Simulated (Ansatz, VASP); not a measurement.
# C: VASP beside Ansatz

```
C
1.0
     0.00000    2.14673    3.35366
     1.24024    0.00000    3.35366
     1.24024    2.14673    0.00000
C
2
Direct
  0.14321 0.85679 0.14321
  0.85679 0.14321 0.85679
```

Alike in both runs: task single point; functional PBEsol; dispersion D3(BJ); k mesh 16 × 16 × 16; occupations gaussian, width 0.03 eV; no spin polarisation.

|  | VASP | Ansatz |
| --- | --- | --- |
| version | VASP 6.6.1 | Ansatz 0.2.0 |
| potentials or method | VASP PAW PBE potentials, release 64 (C), cutoff 520 eV | scalar-relativistic, plane waves, PAW |
| valence electrons in the cell | 8 | 8 |

```tsv
	VASP	Ansatz	Ansatz less VASP
gap on the k mesh at the Fermi level (eV)	none	none	-
pressure (GPa)	15.0	14.4	-0.66
traceless stress, the component that is largest in VASP (GPa)	39.56	38.49	-1.068
rms of the force components (eV/Å)	7.570	7.512	-0.0581
```

VASP's potentials were made for PBE, not for PBEsol, and Ansatz warns of the same on its side. Atom by atom the forces differ by 0.058 eV/Å (rms over components). A gap of «none» marks a metal or a gap that the smearing closes.
